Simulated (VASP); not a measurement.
**Hg: single point with PBE**

The system is Hg.

```
CELL_PARAMETERS angstrom
4.54000 0.00000 0.00000
-2.27000 3.93176 0.00000
0.00000 0.00000 3.87000
ATOMIC_POSITIONS crystal
Hg 0.33333 0.66667 0.50000
Hg 0.00000 0.00000 0.00000
Hg 0.66667 0.33333 0.50000
```

```json
{
  "Program": "VASP 6.6.1",
  "Task": "single point",
  "Functional": "PBE",
  "Potentials or basis": "VASP PAW PBE potentials, release 64 (Hg)",
  "Cutoff": "520 eV",
  "k mesh": "3 × 3 × 2",
  "Occupations": "methfessel-paxton, width 0.1 eV",
  "Spin": "no spin polarisation",
  "Dipole correction": "no",
  "Further INCAR settings": "ALGO = Fast; EDIFF = 1e-07; NBANDS = 25"
}
```

- Pressure: 10.4 GPa
- Band gap on the k mesh: zero (bands 18 and 19 overlap by 6.14 eV)

Stress tensor (GPa, compression positive):
```
15.84  0.00  0.00
 0.00 15.84  0.00
 0.00  0.00 -0.45
```

Levels at points of the mesh, in eV from the Fermi level:
```csv
k point,band 16,band 17,band 18,band 19,band 20,band 21
"(0.00, 0.00, 0.00)",-6.13,0.26,1.87,2.64,3.54,3.54
"(0.00, 0.00, 0.50)",-6.18,-5.38,4.24,4.24,4.25,4.82
```

It took 28 s on 1 thread of AMD EPYC 7R13, with other jobs on the host, peak memory 0.15 GiB.

Caveat: the k points lie up to 0.81 Å⁻¹ apart, too coarse for converged energies and pressures of a metal; spin-orbit coupling is left out, which moves the levels of the heavy elements.
